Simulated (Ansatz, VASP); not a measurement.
One calculation of Bi4Te3, two programs

The input INCAR:

```
SYSTEM = Bi4Te3
  ALGO = Normal
  EDIFF = 1E-7
  ENCUT = 520
  GGA = PE
  ISIF = 2
  ISMEAR = 0
  LASPH = .TRUE.
  LCHARG = .FALSE.
  LREAL = .FALSE.
  LWAVE = .FALSE.
  NBANDS = 48
  NELM = 100
  PREC = Accurate
  SIGMA = 0.1
```

File KPOINTS:

```
k-points
0
G
  6 6 6
  0 0 0
```

The input POSCAR:

```
Bi4Te3
1.0
    2.2255002009      1.2848931401     13.9626700000
   -2.2255002009      1.2848931401     13.9626700000
    0.0000000000     -2.5697862801     13.9626700000
Bi Te
4 3
Direct
    0.7171666667      0.7171666667      0.7171666667
    0.2828333333      0.2828333333      0.2828333333
    0.1460000000      0.1460000000      0.1460000000
    0.8540000000      0.8540000000      0.8540000000
    0.0000000000      0.0000000000      0.0000000000
    0.4260333333      0.4260333333      0.4260333333
    0.5739666667      0.5739666667      0.5739666667
```

Input for Ansatz:

```yaml
crystal:
  lattice:
    - [2.2255002009, 1.2848931401, 13.96267]
    - [-2.2255002009, 1.2848931401, 13.96267]
    - [0.0, -2.5697862801, 13.96267]
  atoms:
    - { symbol: Bi, position: [0.7171666667, 0.7171666667, 0.7171666667] }
    - { symbol: Bi, position: [0.2828333333, 0.2828333333, 0.2828333333] }
    - { symbol: Bi, position: [0.146, 0.146, 0.146] }
    - { symbol: Bi, position: [0.854, 0.854, 0.854] }
    - { symbol: Te, position: [0.0, 0.0, 0.0] }
    - { symbol: Te, position: [0.4260333333, 0.4260333333, 0.4260333333] }
    - { symbol: Te, position: [0.5739666667, 0.5739666667, 0.5739666667] }
basis:
  ecutwfc: 420
kpoints:
  mp_grid: { grid: [6, 6, 6] }
hamiltonian:
  xc: pbe
scf:
  occupations: { method: gaussian, width: 0.1 }
output:
  forces: true
  stress: true
  eigenvalues: true
```

Alike in both runs: task single point; functional PBE; k mesh 6 × 6 × 6; occupations gaussian, width 0.1 eV; no spin polarisation.

|  | VASP | Ansatz |
| --- | --- | --- |
| version | VASP 6.6.1 | Ansatz 0.2.0 |
| potentials or method | VASP PAW PBE potentials, release 64 (Bi_d, Te), cutoff 520 eV | scalar-relativistic, plane waves, PAW |
| valence electrons in the cell | 78 | 108 |

```tsv
	VASP	Ansatz	Ansatz less VASP
gap on the k mesh at the Fermi level (eV)	0.16	0.17	+0.006
least direct gap on the mesh (eV)	0.33	0.33	+0.005
pressure (GPa)	0.9	1.0	+0.04
traceless stress, the component that is largest in VASP (GPa)	-0.48	-0.49	-0.002
rms of the force components (eV/Å)	0.181	0.184	+0.0029
```

Atom by atom the forces differ by 0.004 eV/Å (rms over components). VASP's potentials hold 78 valence electrons a cell and Ansatz's 108, so a difference there can come from the potentials and not from the codes.

Spin-orbit coupling is off throughout.
